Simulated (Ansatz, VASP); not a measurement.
MgB2: VASP and Ansatz over several settings

```
Mg B
1.0
     3.10543    0.00000    0.00000
    -1.55272    2.68938    0.00000
     0.00000    0.00000    3.54633
Mg B
1 2
Direct
  0.00000 0.00000 0.00000
  0.66667 0.33333 0.50000
  0.33333 0.66667 0.50000
```

Single points on this cell with VASP 6.6.1 and Ansatz 0.2.0. Each row is one pair of runs. Alike in all rows: spin: off; k mesh: 10 × 10 × 8; smearing: fermi-dirac, width 0.05 eV.

```csv
level,"VASP's potentials, cutoff","Ansatz's potentials, cutoff","gap on the k mesh at the Fermi level (eV), VASP","gap on the k mesh at the Fermi level (eV), Ansatz","pressure (GPa), VASP","pressure (GPa), Ansatz"
PBEsol+D3(BJ),"VASP PAW PBE potentials, release 64 (Mg, B), 520 eV","Ansatz PAW, 420 eV",none,none,-9.6,-9.6
revPBE,"VASP PAW PBE potentials, release 64 (Mg, B), 520 eV","Ansatz PAW, 420 eV",none,none,-1.5,-1.1
r2SCAN,"VASP PAW PBE potentials, release 64 (Mg_sv, B), 660 eV","Ansatz PAW, 500 eV",none,none,-5.3,-5.0
```

Pressure (GPa): the two programs differ by at most 0.37.

VASP's potentials hold 8 valence electrons a cell and Ansatz's 16 in some rows, so a difference there can come from the potentials and not from the codes.

A gap of «none» marks a metal or a gap that the smearing closes.
